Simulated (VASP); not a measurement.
# LiTa3O4 (Cmmm) in VASP: single point with PBE

Aim: the single point of LiTa3O4 with PBE.

Everything below comes from runs of VASP 6.6.1. Logs are shortened: lines on timing, memory, paths and dates and some standing lists are left out, and cuts for length are marked.

### Step 1. The cell of the first run

The structure is orthorhombic, space group Cmmm (No. 65). Conventional cell: a = 5.576 Å, b = 11.980 Å, c = 2.950 Å, α = 90.00°, β = 90.00°, γ = 90.00°. Li (site symmetry mmm) has 8 O at 2.42 Å and 2 Li at 2.95 Å and 8 Ta at 3.15 to 3.30 Å within 3.4 Å. Within 2.8 Å of Ta (site symmetry m2m) lie 4 O at 2.06 to 2.20 Å and 2 Ta at 2.79 Å. Within 2.7 Å of Ta (site symmetry mmm) lie 4 O at 2.00 Å. O (site symmetry m) has 3 Ta at 2.00 to 2.20 Å and 2 Li at 2.42 Å and 5 O at 2.68 to 2.95 Å within 3.0 Å.

The cell was generated, and may not be a known phase.

### Step 2. Single point, PBE

Input file INCAR:

```
SYSTEM = LiTa3O4
PREC = Accurate
ENCUT = 880
EDIFF = 1E-6
ISMEAR = 0
SIGMA = 0.2
LREAL = .False.
LASPH = .True.
NELM = 120
ALGO = Normal
ISIF = 2
LWAVE = .False.
LCHARG = .False.
GGA = PE
NBANDS = 43
GGA_COMPAT = .False.
```

Input file KPOINTS:

```
Automatic mesh
0
Gamma
  3 3 5
  0 0 0
```

Input file POSCAR:

```
LiTa3O4
1.0
    2.7878311231     -5.9898164633      0.0000000000
    2.7878311231      5.9898164633      0.0000000000
    0.0000000000      0.0000000000      2.9498772970
Li Ta O
1 3 4
Direct
    0.0000000000      0.0000000000      0.5000000000
    0.2465778270      0.7534221730      0.0000000000
    0.7534221730      0.2465778270      0.0000000000
    0.5000000000      0.5000000000      0.0000000000
    0.3552896295      0.1244818649      0.0000000000
    0.8755181351      0.6447103705      0.0000000000
    0.1244818649      0.3552896295      0.0000000000
    0.6447103705      0.8755181351      0.0000000000
```

Potentials or basis: VASP PAW PBE potentials, release 64 (Li_sv, Ta_sv_GW, O).

Started as:

```
$ cat potpaw_PBE.64/Li_sv/POTCAR potpaw_PBE.64/Ta_sv_GW/POTCAR potpaw_PBE.64/O/POTCAR > POTCAR
$ mpirun -np 1 vasp_std > vasp.out
```

OUTCAR:

```text
SYSTEM = LiTa3O4
   PREC = Accurate
   ENCUT = 880
   EDIFF = 1E-6
   ISMEAR = 0
   LREAL = .False.
   LASPH = .True.
   NELM = 120
   ISIF = 2
   GGA = PE

 ion  position               nearest neighbor table
   1  0.000  0.000  0.500-
   2  0.247  0.753  0.000-   5 2.06   6 2.06   7 2.20   8 2.20   3 2.79   3 2.79   4 3.04
   3  0.753  0.247  0.000-   7 2.06   8 2.06   5 2.20   6 2.20   2 2.79   2 2.79   4 3.04
   4  0.500  0.500  0.000-   5 2.00   6 2.00   7 2.00   8 2.00   2 3.04   3 3.04
   5  0.355  0.124  0.000-   4 2.00   2 2.06   3 2.20
   6  0.876  0.645  0.000-   4 2.00   2 2.06   3 2.20
   7  0.124  0.355  0.000-   4 2.00   3 2.06   2 2.20
   8  0.645  0.876  0.000-   4 2.00   3 2.06   2 2.20

  LATTYP: Found a base centered orthorhombic cell.
 ALAT       =     5.5756622462
 B/A-ratio  =     2.1485578569
 C/A-ratio  =     0.5290631259

  Lattice vectors:

 A1 = (   2.7878311231,  -5.9898164633,   0.0000000000)
 A2 = (   2.7878311231,   5.9898164633,   0.0000000000)
 A3 = (   0.0000000000,   0.0000000000,   2.9498772970)

Analysis of symmetry for initial positions (statically):
=====================================================================
 Subroutine PRICEL returns:
 Original cell was already a primitive cell.

 Routine SETGRP: Setting up the symmetry group for a
 base centered orthorhombic supercell.

 Subroutine GETGRP returns: Found  8 space group operations
 (whereof  8 operations were pure point group operations)
 out of a pool of  8 trial point group operations.

The static configuration has the point symmetry D_2h.

Analysis of symmetry for dynamics (positions and initial velocities):
=====================================================================
 Subroutine PRICEL returns:
 Original cell was already a primitive cell.

 Routine SETGRP: Setting up the symmetry group for a
 base centered orthorhombic supercell.

 Subroutine GETGRP returns: Found  8 space group operations
 (whereof  8 operations were pure point group operations)
 out of a pool of  8 trial point group operations.

The dynamic configuration has the point symmetry D_2h.

 Subroutine INISYM returns: Found  8 space group operations
 (whereof  8 operations are pure point group operations),
 and found     1 'primitive' translations

----------------------------------------------------------------------------------------

                                     Primitive cell

  volume of cell :      98.5176

  direct lattice vectors                    reciprocal lattice vectors
     2.787831123 -5.989816463  0.000000000     0.179350892 -0.083475012  0.000000000
     2.787831123  5.989816463  0.000000000     0.179350892  0.083475012  0.000000000
     0.000000000  0.000000000  2.949877297     0.000000000  0.000000000  0.338997151

  length of vectors
     6.606807371  6.606807371  2.949877297     0.197825226  0.197825226  0.338997151

  position of ions in fractional coordinates (direct lattice)
     0.000000000  0.000000000  0.500000000
     0.246577827  0.753422173  0.000000000
     0.753422173  0.246577827  0.000000000
     0.500000000  0.500000000  0.000000000
     0.355289629  0.124481865  0.000000000
     0.875518135  0.644710371  0.000000000
     0.124481865  0.355289629  0.000000000
     0.644710371  0.875518135  0.000000000

  ion indices of the primitive-cell ions
   primitive index   ion index
                 1           1
                 2           2
                 3           3
                 4           4
                 5           5
                 6           6
                 7           7
                 8           8

----------------------------------------------------------------------------------------

 KPOINTS: Automatic mesh

Automatic generation of k-mesh.
 Grid dimensions read from file:
 generate k-points for:    3    3    5

 Generating k-lattice:

  Cartesian coordinates                     Fractional coordinates (reciprocal lattice)
     0.059783631 -0.027825004  0.000000000     0.333333333  0.000000000  0.000000000
     0.059783631  0.027825004  0.000000000     0.000000000  0.333333333  0.000000000
     0.000000000  0.000000000  0.067799430     0.000000000  0.000000000  0.200000000

  Length of vectors
     0.065941742  0.065941742  0.067799430

  Shift w.r.t. Gamma in fractional coordinates (k-lattice)
     0.000000000  0.000000000  0.000000000

 Subroutine IBZKPT returns following result:
 ===========================================

 Found     12 irreducible k-points:

 Following reciprocal coordinates:
            Coordinates               Weight
  0.000000  0.000000  0.000000      1.000000
  0.333333  0.000000  0.000000      4.000000
  0.333333  0.333333  0.000000      2.000000
 -0.333333  0.333333  0.000000      2.000000
  0.000000  0.000000  0.200000      2.000000
  0.333333  0.000000  0.200000      8.000000
  0.333333  0.333333  0.200000      4.000000
 -0.333333  0.333333  0.200000      4.000000
  0.000000  0.000000  0.400000      2.000000
  0.333333  0.000000  0.400000      8.000000
  0.333333  0.333333  0.400000      4.000000
 -0.333333  0.333333  0.400000      4.000000
   k-points           NKPTS =     12   k-points in BZ     NKDIM =     12   number of bands    NBANDS=     43
   number of dos      NEDOS =    301   number of ions     NIONS =      8
   total plane-waves  NPLWV = 122880
   dimension x,y,z NGX =    64 NGY =   64 NGZ =   30
   dimension x,y,z NGXF=   128 NGYF=  128 NGZF=   60
   ions per type =               1   3   4
   NGX,Y,Z   is equivalent  to a cutoff of  16.10, 16.10, 16.91 a.u.
   NGXF,Y,Z  is equivalent  to a cutoff of  32.21, 32.21, 33.81 a.u.
 SYSTEM =  LiTa3O4
   PREC   = accura    normal or accurate (medium, high low for compatibility)
   ISTART =      0    job   : 0-new  1-cont  2-samecut
   ICHARG =      2    charge: 1-file 2-atom 10-const
   ISPIN  =      1    spin polarized calculation?
   LNONCOLLINEAR =      F non collinear calculations
   LSORBIT =      F    spin-orbit coupling
   LASPH  =      T    aspherical Exc in radial PAW
   ENCUT  =  880.0 eV  64.68 Ry    8.04 a.u.  15.98 15.98  7.14*2*pi/ulx,y,z
   NELM   =    120;   NELMIN=  2; NELMDL= -5     # of ELM steps
   EDIFF  = 0.1E-05   stopping-criterion for ELM
   LREAL  =      F    real-space projection
   EDIFFG = 0.1E-04   stopping-criterion for IOM
   NSW    =      0    number of steps for IOM
   IBRION =     -1    ionic relax: 0-MD 1-quasi-New 2-CG
   NFREE  =      0    steps in history (QN), initial steepest desc. (CG)
   ISIF   =      2    stress and relaxation
   ISYM   =      2    0-nonsym 1-usesym 2-fastsym
   POTIM  = 0.5000    time-step for ionic-motion
   TEBEG  =    0.0;   TEEND  =   0.0 temperature during run
   PSTRESS=    0.0 pullay stress
   NELECT =      66.0000    total number of electrons
   NUPDOWN=      -1.0000    fix difference up-down
   EMIN   =  10.00;   EMAX   =-10.00  energy-range for DOS
   EFERMI =   0.00;   METHOD = LEGACY
   ISMEAR =     0;   SIGMA  =   0.20  broadening in eV -4-tet -1-fermi 0-gaus
   EFERMI_NEDOS =   21; number of points for ismear=-14 and -15
   IALGO  =     38    algorithm
   IMIX   =      4    mixing-type and parameters
     AMIX     =   0.40;   BMIX     =  1.00
     AMIX_MAG =   1.60;   BMIX_MAG =  1.00
  volume/ion in A,a.u.               =      12.31        83.10
  Fermi-wavevector in a.u.,A,eV,Ry     =   1.432468  2.706971 27.918661  2.051964
  Thomas-Fermi vector in A             =   2.552092
   LORBIT       =      0    0 simple, 1 ext, 2 COOP (PROOUT), +10 PAW based schemes
   GGA     = PE    functional components
   LHFCALC =     F    Hartree Fock is set to
   AEXX    =    0.0000 exact exchange contribution
   IVDW    =     0    specifies the selected vdW correction
   LEPSILON=     F    determine dielectric tensor
   LRPA    =     F    only Hartree local field effects (RPA)
 non-spin polarized calculation
 Gauss-broadening in eV      SIGMA  =   0.20
  energy-cutoff  :      880.00
  volume of cell :       98.52
 maximum number of plane-waves:      5855
   NGX = 31   NGY = 31   NGZ = 15

 number of electron      65.9999995 magnetization

 Free energy of the ion-electron system (eV)
  ---------------------------------------------------
  ext. energy  EPLUGINS =         0.00000000
  ---------------------------------------------------
  free energy    TOTEN  =       -79.18716717 eV

  energy without entropy =      -79.10859671  energy(sigma->0) =      -79.14788194

 E-fermi :   8.5141     XC(G=0): -11.7124

 val. band max:        8.4563626544   @ k =   0.3333   0.0000   0.4000
 cond. band min:       8.5348678075   @ k =   0.3333   0.0000   0.4000
 fundamental gap:      0.0785051531
 Fermi energy:         8.5140816422

 k-point     1 :       0.0000    0.0000    0.0000
  band No.  band energies     occupation
      1     -60.6660      2.00000
      2     -60.2209      2.00000
      3     -60.1496      2.00000
      4     -38.8471      2.00000
      5     -27.5477      2.00000
      6     -27.3633      2.00000
[... 35 lines left out ...]
     42      12.3948      0.00000
     43      12.6094      0.00000

 k-point     2 :       0.3333    0.0000    0.0000
  band No.  band energies     occupation
      1     -60.6660      2.00000
      2     -60.2032      2.00000
      3     -60.1675      2.00000
      4     -38.8471      2.00000
      5     -27.5236      2.00000
      6     -27.3686      2.00000
[... 35 lines left out ...]
     42      12.2693      0.00000
     43      12.5260      0.00000

 k-point     3 :       0.3333    0.3333    0.0000
  band No.  band energies     occupation
      1     -60.6660      2.00000
      2     -60.2034      2.00000
      3     -60.1674      2.00000
      4     -38.8471      2.00000
      5     -27.4995      2.00000
      6     -27.3771      2.00000
[... 367 lines left out ...]
      6     -27.3186      2.00000
[... 35 lines left out ...]
     42      12.9843      0.00000
     43      13.3574      0.00000

 k-point    12 :      -0.3333    0.3333    0.4000
  band No.  band energies     occupation
      1     -60.6367      2.00000
      2     -60.1911      2.00000
      3     -60.1203      2.00000
      4     -38.8389      2.00000
      5     -27.4433      2.00000
      6     -27.3469      2.00000
[... 35 lines left out ...]
     42      13.2548      0.00000
     43      13.4538      0.00000

------------------------ aborting loop because EDIFF is reached ----------------------------------------

  FORCE on cell =-STRESS in cart. coord.  units (eV):
  Direction    XX          YY          ZZ          XY          YZ          ZX
  --------------------------------------------------------------------------------------
  -------------------------------------------------------------------------------------
  Total        0.1743856      0.3933278      0.1287410      0.0000000      0.0000000      0.0000000
  in kB        2.8360067      6.3966306      2.0936961      0.0000000      0.0000000      0.0000000
  external PRESSURE =       3.7754445 kB  Pullay stress =       0.0000000 kB

 VOLUME and BASIS-vectors are now :
 -----------------------------------------------------------------------------
  energy-cutoff  :      880.00
  volume of cell :       98.52
      direct lattice vectors                 reciprocal lattice vectors
     2.787831123 -5.989816463  0.000000000     0.179350892 -0.083475012  0.000000000
     2.787831123  5.989816463  0.000000000     0.179350892  0.083475012  0.000000000
     0.000000000  0.000000000  2.949877297     0.000000000  0.000000000  0.338997151

 POSITION                                       TOTAL-FORCE (eV/Angst)
 -----------------------------------------------------------------------------------
      0.00000      0.00000      1.47494         0.000000      0.000000     -0.000000
      2.78783      3.03590      0.00000         0.000000      0.029459      0.000000
      2.78783     -3.03590      0.00000         0.000000     -0.029459     -0.000000
      2.78783      0.00000      0.00000         0.000000      0.000000     -0.000000
      1.33752     -1.38250      0.00000        -0.036157      0.000913      0.000000
      4.23814     -1.38250      0.00000         0.036157      0.000913     -0.000000
      1.33752      1.38250      0.00000        -0.036157     -0.000913     -0.000000
      4.23814      1.38250      0.00000         0.036157     -0.000913     -0.000000
 -----------------------------------------------------------------------------------
    total drift:                               -0.000000      0.000000      0.000000

  FREE ENERGIE OF THE ION-ELECTRON SYSTEM (eV)
  ---------------------------------------------------
  free  energy   TOTEN  =       -79.1871671652 eV

  energy  without entropy=      -79.1085967079  energy(sigma->0) =      -79.14788194
```

Run time: 100 s. Hardware: 1 thread of Intel Xeon 6975P-C (Granite Rapids), shared host; peak memory 0.41 GiB.

What came out:

* Free energy: -79.1872 eV
* Pressure: 0.4 GPa
* Largest force: 0.036 eV/Å
* Band gap on the k mesh: zero (bands 33 and 34 overlap by 1.03 eV)

Forces on the atoms (eV/Å):
```
Li   0.000  0.000  0.000
Ta   0.000  0.029  0.000
Ta   0.000 -0.029  0.000
Ta   0.000  0.000  0.000
O   -0.036  0.001  0.000
O    0.036  0.001  0.000
O   -0.036 -0.001  0.000
O    0.036 -0.001  0.000
```

Levels at points of the mesh, in eV from the Fermi level:
```tsv
k point	band 30	band 31	band 32	band 33	band 34	band 35	band 36	band 37
(0.00, 0.00, 0.00)	-4.20	-3.43	-2.66	-2.49	1.78	2.32	2.56	2.66
```

Caveat: the k points lie up to 0.43 Å⁻¹ apart, too coarse for converged energies and pressures of a metal; spin-orbit coupling is left out, which moves the levels of the heavy elements.

The gap in the log of VASP goes by the Fermi energy; the results here count the filled bands.